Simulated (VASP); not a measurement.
# Ag in VASP: settings compared

Ag is run at these levels: LDA, PBE; tasks: electric field gradients.

Program: VASP 6.6.1. These are calculated values, not measurements. Logs are shortened: lines on timing, memory, paths and dates and some standing lists are left out, and cuts for length are marked.

## 1. The cell of the first run

Symmetry: Fm-3m, No. 225, cubic system. The conventional cell has a = 4.086 Å, b = 4.086 Å, c = 4.086 Å, α = 90.00°, β = 90.00°, γ = 90.00°. Within 3.8 Å of Ag (site symmetry m-3m) lie 12 Ag at 2.89 Å.

## 2. Electric field gradients, LDA

File INCAR:

```
SYSTEM = Ag
  PREC = Accurate
  ENCUT = 520
  EDIFF = 1E-8
  ISMEAR = -1
  SIGMA = 0.05
  LREAL = .FALSE.
  LASPH = .TRUE.
  NELM = 80
  ALGO = Normal
  ISIF = 2
  LWAVE = .FALSE.
  LCHARG = .FALSE.
  LEFG = .TRUE.
  NBANDS = 12
```

File KPOINTS:

```
Automatic mesh
0
G
  15 15 15
  0 0 0
```

File POSCAR:

```
Ag
1.0
    0.0000000000      2.0431000000      2.0431000000
    2.0431000000      0.0000000000      2.0431000000
    2.0431000000      2.0431000000      0.0000000000
Ag
1
Direct
    0.0000000000      0.0000000000      0.0000000000
```

Potentials or basis: VASP PAW LDA potentials, release 64 (Ag).

Command:

```console
$ cat potpaw_LDA.64/Ag/POTCAR > POTCAR
$ mpirun -np 1 vasp_std > vasp.out
```

OUTCAR:

```text
SYSTEM = Ag
   PREC = Accurate
   ENCUT = 520
   EDIFF = 1E-8
   ISMEAR = -1
   LREAL = .FALSE.
   LASPH = .TRUE.
   NELM = 80
   ISIF = 2

 ion  position               nearest neighbor table
   1  0.000  0.000  0.000-

  LATTYP: Found a face centered cubic cell.
 ALAT       =     4.0862000000

  Lattice vectors:

 A1 = (   0.0000000000,   2.0431000000,   2.0431000000)
 A2 = (   2.0431000000,   0.0000000000,   2.0431000000)
 A3 = (   2.0431000000,   2.0431000000,   0.0000000000)

Analysis of symmetry for initial positions (statically):
=====================================================================
 Subroutine PRICEL returns:
 Original cell was already a primitive cell.

 Routine SETGRP: Setting up the symmetry group for a
 face centered cubic supercell.

 Subroutine GETGRP returns: Found 48 space group operations
 (whereof 48 operations were pure point group operations)
 out of a pool of 48 trial point group operations.

The static configuration has the point symmetry O_h .

Analysis of symmetry for dynamics (positions and initial velocities):
=====================================================================
 Subroutine PRICEL returns:
 Original cell was already a primitive cell.

 Routine SETGRP: Setting up the symmetry group for a
 face centered cubic supercell.

 Subroutine GETGRP returns: Found 48 space group operations
 (whereof 48 operations were pure point group operations)
 out of a pool of 48 trial point group operations.

The dynamic configuration has the point symmetry O_h .

 Subroutine INISYM returns: Found 48 space group operations
 (whereof 48 operations are pure point group operations),
 and found     1 'primitive' translations

----------------------------------------------------------------------------------------

                                     Primitive cell

  volume of cell :      17.0569

  direct lattice vectors                    reciprocal lattice vectors
     0.000000000  2.043100000  2.043100000    -0.244726151  0.244726151  0.244726151
     2.043100000  0.000000000  2.043100000     0.244726151 -0.244726151  0.244726151
     2.043100000  2.043100000  0.000000000     0.244726151  0.244726151 -0.244726151

  length of vectors
     2.889379729  2.889379729  2.889379729     0.423878128  0.423878128  0.423878128

  position of ions in fractional coordinates (direct lattice)
     0.000000000  0.000000000  0.000000000
[... 118 lines left out ...]
  ext. energy  EPLUGINS =         0.00000000
  ---------------------------------------------------
  free energy    TOTEN  =        -3.75597693 eV

  energy without entropy =       -3.75257319  energy(sigma->0) =       -3.75427506

 E-fermi :   8.2728     XC(G=0): -12.5818

 val. band max:        8.2418614847   @ k =  -0.2667   0.2667   0.0000
 cond. band min:       8.2751847017   @ k =  -0.3333   0.2000   0.0000
 fundamental gap:      0.0333232170
 Fermi energy:         8.2727898471

 k-point     1 :       0.0000    0.0000    0.0000
  band No.  band energies     occupation
      1       0.3160      2.00000
      2       3.3652      2.00000
      3       3.3652      2.00000
      4       3.3652      2.00000
      5       4.4186      2.00000
      6       4.4186      2.00000
      7      24.1623      0.00000
      8      27.6608      0.00000
      9      27.6608      0.00000
     10      27.6608      0.00000
     11      32.6802      0.00000
     12      33.6528      0.00000
[... 331 lines left out ...]
 k-point    24 :       0.2000    0.1333    0.0000
  band No.  band energies     occupation
      1       1.4554      2.00000
      2       2.9678      2.00000
      3       3.7286      2.00000
      4       3.7622      2.00000
      5       4.1640      2.00000
      6       4.6110      2.00000
      7      23.2120      0.00000
      8      24.8334      0.00000
      9      25.1405      0.00000
     10      26.6925      0.00000
     11      30.1491      0.00000
     12      33.3586      0.00000

 [... further k-points ...]
[... 5 lines left out ...]
  --------------------------------------------------------------------------------------
  -------------------------------------------------------------------------------------
  Total       -0.7767908     -0.7767908     -0.7767908     -0.0000000      0.0000000      0.0000000
  in kB      -72.9651986    -72.9651986    -72.9651986     -0.0000000      0.0000000      0.0000000
  external PRESSURE =     -72.9651986 kB  Pullay stress =       0.0000000 kB

 VOLUME and BASIS-vectors are now :
 -----------------------------------------------------------------------------
  energy-cutoff  :      520.00
  volume of cell :       17.06
      direct lattice vectors                 reciprocal lattice vectors
     0.000000000  2.043100000  2.043100000    -0.244726151  0.244726151  0.244726151
     2.043100000  0.000000000  2.043100000     0.244726151 -0.244726151  0.244726151
     2.043100000  2.043100000  0.000000000     0.244726151  0.244726151 -0.244726151

 POSITION                                       TOTAL-FORCE (eV/Angst)
 -----------------------------------------------------------------------------------
      0.00000      0.00000      0.00000         0.000000      0.000000      0.000000
 -----------------------------------------------------------------------------------
    total drift:                               -0.000000      0.000000     -0.000000

  FREE ENERGIE OF THE ION-ELECTRON SYSTEM (eV)
  ---------------------------------------------------
  free  energy   TOTEN  =        -3.7559769299 eV

  energy  without entropy=       -3.7525731919  energy(sigma->0) =       -3.75427506

 Electric field gradients (V/A^2)
---------------------------------------------------------------------
 ion       V_xx      V_yy      V_zz      V_xy      V_xz      V_yz
---------------------------------------------------------------------
   1      -0.000    -0.000    -0.000     0.001     0.001     0.001
---------------------------------------------------------------------

 Electric field gradients after diagonalization (V/A^2)
 (convention: |V_zz| > |V_xx| > |V_yy|)
----------------------------------------------------------------------
 ion       V_xx      V_yy      V_zz     asymmetry (V_yy - V_xx)/ V_zz
----------------------------------------------------------------------
   1      -0.001    -0.001     0.001       0.000
----------------------------------------------------------------------

           NMR quadrupolar parameters

 Cq : quadrupolar parameter    Cq=e*Q*V_zz/h
 eta: asymmetry parameters     (V_yy - V_xx)/ V_zz
 Q  : nuclear electric quadrupole moment in mb (millibarn)
----------------------------------------------------------------------
 ion       Cq(MHz)       eta       Q (mb)
----------------------------------------------------------------------
   1       0.000       0.000       1.000
----------------------------------------------------------------------
```

OSZICAR:

```text
N       E                     dE             d eps       ncg     rms          rms(c)
DAV:   1     0.523068472501E+02    0.52307E+02   -0.54928E+03  2888   0.832E+02
DAV:   2    -0.321938231344E+01   -0.55526E+02   -0.52556E+02  3336   0.194E+02
DAV:   3    -0.407039202471E+01   -0.85101E+00   -0.85036E+00  3416   0.256E+01
DAV:   4    -0.407302332319E+01   -0.26313E-02   -0.26312E-02  3308   0.151E+00
DAV:   5    -0.407304380385E+01   -0.20481E-04   -0.20480E-04  3412   0.118E-01    0.547E+00
DAV:   6    -0.377067212719E+01    0.30237E+00   -0.12511E+00  3092   0.984E+00    0.345E+00
DAV:   7    -0.376048395581E+01    0.10188E-01   -0.72786E-03  3388   0.828E-01    0.194E+00
DAV:   8    -0.375596650088E+01    0.45175E-02   -0.85835E-04  3260   0.225E-01    0.686E-02
DAV:   9    -0.375597767971E+01   -0.11179E-04   -0.72169E-06  3440   0.174E-02    0.146E-02
DAV:  10    -0.375597694724E+01    0.73247E-06   -0.17165E-06  3372   0.101E-02    0.216E-03
DAV:  11    -0.375597693106E+01    0.16175E-07   -0.34182E-08  3272   0.136E-03    0.574E-04
DAV:  12    -0.375597692995E+01    0.11121E-08   -0.10292E-09  2024   0.298E-04
   1 F= -.37559769E+01 E0= -.37542751E+01  d E =-.340374E-02
```

It took 10 s on 1 thread of Intel Xeon 6975P-C, shared host; peak memory 0.15 GiB.

Results:

| Quantity | Value |
| --- | --- |
| Free energy | -3.7560 eV |
| Pressure | -7.3 GPa |

Levels at points of the mesh, in eV from the Fermi level:
```csv
k point,band 2,band 3,band 4,band 5,band 6,band 7,band 8,band 9,band 10,band 11
"(0.00, 0.00, 0.00)",-4.91,-4.91,-4.91,-3.85,-3.85,15.89,19.39,19.39,19.39,24.41
```

Caveat: without QUAD_EFG the Cq values of the log hold for a quadrupole moment of 1 mb, not for the nuclei.

## 3. Electric field gradients, LDA

File INCAR:

```
  PREC = Accurate
  ENCUT = 520
  EDIFF = 1E-8
  ISMEAR = -1
  SIGMA = 0.05
  LREAL = F
  LASPH = T
  NELM = 60
  ALGO = Normal
  ISIF = 2
  LWAVE = F
  LCHARG = F
  GGA = CA
  LEFG = T
  NBANDS = 12
```

File KPOINTS:

```
Automatic mesh
0
Gamma
  22 22 22
```

POSCAR is that of step 2.

Potentials or basis: VASP PAW LDA potentials, release 64 (Ag).

Command:

```console
$ cat potpaw_LDA.64/Ag/POTCAR > POTCAR
$ mpirun -np 1 vasp_std > vasp.out
```

OUTCAR:

```text
PREC = Accurate
   ENCUT = 520
   EDIFF = 1E-8
   ISMEAR = -1
   LREAL = F
   LASPH = T
   NELM = 60
   ISIF = 2
   GGA = CA

 ion  position               nearest neighbor table
   1  0.000  0.000  0.000-

  LATTYP: Found a face centered cubic cell.
 ALAT       =     4.0862000000

  Lattice vectors:

 A1 = (   0.0000000000,   2.0431000000,   2.0431000000)
 A2 = (   2.0431000000,   0.0000000000,   2.0431000000)
 A3 = (   2.0431000000,   2.0431000000,   0.0000000000)

Analysis of symmetry for initial positions (statically):
=====================================================================
 Subroutine PRICEL returns:
 Original cell was already a primitive cell.

 Routine SETGRP: Setting up the symmetry group for a
 face centered cubic supercell.

 Subroutine GETGRP returns: Found 48 space group operations
 (whereof 48 operations were pure point group operations)
 out of a pool of 48 trial point group operations.

The static configuration has the point symmetry O_h .

Analysis of symmetry for dynamics (positions and initial velocities):
=====================================================================
 Subroutine PRICEL returns:
 Original cell was already a primitive cell.

 Routine SETGRP: Setting up the symmetry group for a
 face centered cubic supercell.

 Subroutine GETGRP returns: Found 48 space group operations
 (whereof 48 operations were pure point group operations)
 out of a pool of 48 trial point group operations.

The dynamic configuration has the point symmetry O_h .

 Subroutine INISYM returns: Found 48 space group operations
 (whereof 48 operations are pure point group operations),
 and found     1 'primitive' translations

----------------------------------------------------------------------------------------

                                     Primitive cell

  volume of cell :      17.0569

  direct lattice vectors                    reciprocal lattice vectors
     0.000000000  2.043100000  2.043100000    -0.244726151  0.244726151  0.244726151
     2.043100000  0.000000000  2.043100000     0.244726151 -0.244726151  0.244726151
     2.043100000  2.043100000  0.000000000     0.244726151  0.244726151 -0.244726151

  length of vectors
     2.889379729  2.889379729  2.889379729     0.423878128  0.423878128  0.423878128

  position of ions in fractional coordinates (direct lattice)
     0.000000000  0.000000000  0.000000000

  ion indices of the primitive-cell ions
   primitive index   ion index
                 1           1

----------------------------------------------------------------------------------------

 KPOINTS: Automatic mesh

Automatic generation of k-mesh.
 Grid dimensions read from file:
 generate k-points for:   22   22   22

 Generating k-lattice:

  Cartesian coordinates                     Fractional coordinates (reciprocal lattice)
[... 65 lines left out ...]
   NFREE  =      0    steps in history (QN), initial steepest desc. (CG)
   ISIF   =      2    stress and relaxation
   ISYM   =      2    0-nonsym 1-usesym 2-fastsym
   POTIM  = 0.5000    time-step for ionic-motion
   TEBEG  =    0.0;   TEEND  =   0.0 temperature during run
   PSTRESS=    0.0 pullay stress
   NELECT =      11.0000    total number of electrons
   NUPDOWN=      -1.0000    fix difference up-down
   EMIN   =  10.00;   EMAX   =-10.00  energy-range for DOS
   EFERMI =   0.00;   METHOD = LEGACY
   ISMEAR =    -1;   SIGMA  =   0.05  broadening in eV -4-tet -1-fermi 0-gaus
   EFERMI_NEDOS =   21; number of points for ismear=-14 and -15
   IALGO  =     38    algorithm
   IMIX   =      4    mixing-type and parameters
     AMIX     =   0.40;   BMIX     =  1.00
     AMIX_MAG =   1.60;   BMIX_MAG =  1.00
  volume/ion in A,a.u.               =      17.06       115.11
  Fermi-wavevector in a.u.,A,eV,Ry     =   1.414402  2.672832 27.218893  2.000532
  Thomas-Fermi vector in A             =   2.535948
   LORBIT       =      0    0 simple, 1 ext, 2 COOP (PROOUT), +10 PAW based schemes
   GGA     = CA    functional components
   LHFCALC =     F    Hartree Fock is set to
   AEXX    =    0.0000 exact exchange contribution
   IVDW    =     0    specifies the selected vdW correction
   LEPSILON=     F    determine dielectric tensor
   LRPA    =     F    only Hartree local field effects (RPA)
 non-spin polarized calculation
  energy-cutoff  :      520.00
  volume of cell :       17.06
 maximum number of plane-waves:       477
 NGX is ok and might be reduce to    24
   NGX = 11   NGY = 11   NGZ = 11

 number of electron      10.9999999 magnetization

 Free energy of the ion-electron system (eV)
  ---------------------------------------------------
  ext. energy  EPLUGINS =         0.00000000
  ---------------------------------------------------
  free energy    TOTEN  =        -3.76081327 eV

  energy without entropy =       -3.75909411  energy(sigma->0) =       -3.75995369

 E-fermi :   8.1591     XC(G=0): -12.5811

 val. band max:        8.0520012974   @ k =   0.4545   0.2727   0.0000
 cond. band min:       8.1604223667   @ k =   0.5000   0.2727   0.0909
 fundamental gap:      0.1084210693
 Fermi energy:         8.1590950172

 k-point     1 :       0.0000    0.0000    0.0000
  band No.  band energies     occupation
      1       0.3162      2.00000
      2       3.3703      2.00000
      3       3.3703      2.00000
      4       3.3703      2.00000
      5       4.4242      2.00000
      6       4.4242      2.00000
      7      24.1618      0.00000
      8      27.6610      0.00000
      9      27.6610      0.00000
     10      27.6610      0.00000
     11      32.6793      0.00000
     12      33.6543      0.00000
[... 331 lines left out ...]
 k-point    24 :      -0.4545    0.0455    0.0000
  band No.  band energies     occupation
      1       1.7918      2.00000
      2       3.3365      2.00000
      3       3.3839      2.00000
      4       5.0938      2.00000
      5       5.1871      2.00000
      6       7.6959      1.99981
      7      11.9738      0.00000
      8      23.3932      0.00000
      9      25.3561      0.00000
     10      25.8581      0.00000
     11      31.1282      0.00000
     12      31.3120      0.00000

 [... further k-points ...]
[... 5 lines left out ...]
  --------------------------------------------------------------------------------------
  -------------------------------------------------------------------------------------
  Total       -0.7644917     -0.7644917     -0.7644917     -0.0000000      0.0000000      0.0000000
  in kB      -71.8099238    -71.8099238    -71.8099238     -0.0000000      0.0000000      0.0000000
  external PRESSURE =     -71.8099238 kB  Pullay stress =       0.0000000 kB

 VOLUME and BASIS-vectors are now :
 -----------------------------------------------------------------------------
  energy-cutoff  :      520.00
  volume of cell :       17.06
      direct lattice vectors                 reciprocal lattice vectors
     0.000000000  2.043100000  2.043100000    -0.244726151  0.244726151  0.244726151
     2.043100000  0.000000000  2.043100000     0.244726151 -0.244726151  0.244726151
     2.043100000  2.043100000  0.000000000     0.244726151  0.244726151 -0.244726151

 POSITION                                       TOTAL-FORCE (eV/Angst)
 -----------------------------------------------------------------------------------
      0.00000      0.00000      0.00000         0.000000      0.000000      0.000000
 -----------------------------------------------------------------------------------
    total drift:                               -0.000000      0.000000      0.000000

  FREE ENERGIE OF THE ION-ELECTRON SYSTEM (eV)
  ---------------------------------------------------
  free  energy   TOTEN  =        -3.7608132670 eV

  energy  without entropy=       -3.7590941143  energy(sigma->0) =       -3.75995369

 Electric field gradients (V/A^2)
---------------------------------------------------------------------
 ion       V_xx      V_yy      V_zz      V_xy      V_xz      V_yz
---------------------------------------------------------------------
   1       0.000     0.000     0.000     0.001     0.001     0.001
---------------------------------------------------------------------

 Electric field gradients after diagonalization (V/A^2)
 (convention: |V_zz| > |V_xx| > |V_yy|)
----------------------------------------------------------------------
 ion       V_xx      V_yy      V_zz     asymmetry (V_yy - V_xx)/ V_zz
----------------------------------------------------------------------
   1      -0.001    -0.001     0.001       0.000
----------------------------------------------------------------------

           NMR quadrupolar parameters

 Cq : quadrupolar parameter    Cq=e*Q*V_zz/h
 eta: asymmetry parameters     (V_yy - V_xx)/ V_zz
 Q  : nuclear electric quadrupole moment in mb (millibarn)
----------------------------------------------------------------------
 ion       Cq(MHz)       eta       Q (mb)
----------------------------------------------------------------------
   1       0.000       0.000       1.000
----------------------------------------------------------------------
```

OSZICAR:

```text
N       E                     dE             d eps       ncg     rms          rms(c)
DAV:   1     0.512602293606E+02    0.51260E+02   -0.54891E+03  7920   0.828E+02
DAV:   2    -0.324429058636E+01   -0.54505E+02   -0.51658E+02  9164   0.194E+02
DAV:   3    -0.407166017547E+01   -0.82737E+00   -0.82696E+00  9208   0.252E+01
DAV:   4    -0.407428728637E+01   -0.26271E-02   -0.26270E-02  9172   0.148E+00
DAV:   5    -0.407430834284E+01   -0.21056E-04   -0.21056E-04  9332   0.117E-01    0.547E+00
DAV:   6    -0.377544570256E+01    0.29886E+00   -0.12349E+00  8440   0.978E+00    0.345E+00
DAV:   7    -0.376528428870E+01    0.10161E-01   -0.73279E-03  9156   0.829E-01    0.194E+00
DAV:   8    -0.376080292061E+01    0.44814E-02   -0.85449E-04  8988   0.225E-01    0.687E-02
DAV:   9    -0.376081402716E+01   -0.11107E-04   -0.72748E-06  9216   0.175E-02    0.146E-02
DAV:  10    -0.376081328586E+01    0.74130E-06   -0.17154E-06  9340   0.101E-02    0.229E-03
DAV:  11    -0.376081326809E+01    0.17773E-07   -0.34902E-08  8876   0.138E-03    0.575E-04
DAV:  12    -0.376081326696E+01    0.11285E-08   -0.10379E-09  5380   0.297E-04
   1 F= -.37608133E+01 E0= -.37599537E+01  d E =-.171915E-02
```

stdout:

```text
POSCAR found type information on POSCAR Ag
 POSCAR found :  1 types and       1 ions
 scaLAPACK will be used
 LDA part: xc-table for (Slater(with rela. corr.)+CA(PZ))
 , standard interpolation
 POSCAR, INCAR and KPOINTS ok, starting setup
 FFT: planning ... GRIDC
 FFT: planning ... GRID_SOFT
 FFT: planning ... GRID
 WAVECAR not read
 entering main loop
ion   1
```

Wall time 37 s (1 thread of Intel Xeon 6975P-C, shared host); peak memory 0.18 GiB.

Results:

```
Free energy : -3.7608 eV
Pressure    : -7.2 GPa
```

Caveat: without QUAD_EFG the Cq values of the log hold for a quadrupole moment of 1 mb, not for the nuclei.

(Part 1 of 2 ends here.)
